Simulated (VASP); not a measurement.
# Rb: single point with PBEsol

The system is Rb.

```
CELL_PARAMETERS angstrom
4.42969 0.00000 0.00000
-2.21485 3.83623 0.00000
0.00000 0.00000 7.17610
ATOMIC_POSITIONS crystal
Rb 0.33333 0.66667 0.25000
Rb 0.66667 0.33333 0.75000
```

This isn't the form of Rb at room conditions, which is bcc.

* Program: VASP 6.6.1
* Task: single point
* Functional: PBEsol
* Potentials or basis: VASP PAW PBE potentials, release 64 (Rb_sv)
* Cutoff: 520 eV
* k mesh: 10 × 10 × 6
* Occupations: fermi-dirac, width 0.05 eV
* Spin: no spin polarisation

The pressure is 2.0 GPa and the band gap on the k mesh is zero (bands 9 and 10 overlap by 2.42 eV).

Levels at points of the mesh, in eV from the Fermi level:
```tsv
k point	band 7	band 8	band 9	band 10	band 11	band 12
(0.00, 0.00, 0.00)	-12.69	-12.68	-2.54	0.01	1.11	3.74
(0.50, 0.00, 0.00)	-12.77	-12.73	0.03	0.43	1.08	1.45
(0.00, 0.00, 0.50)	-12.71	-12.71	-1.57	-1.57	2.52	2.52
(0.50, 0.00, 0.50)	-12.77	-12.77	0.23	0.23	1.35	1.35
```

Wall time 68 s on 1 thread of Intel(R) Xeon(R) Platinum 8259CL CPU @ 2.50GHz (Skylake/Cascade Lake), with other jobs on the host, peak memory 0.28 GiB.

Caveat: the PAW data sets were made with another functional, which shifts forces and pressure a little.
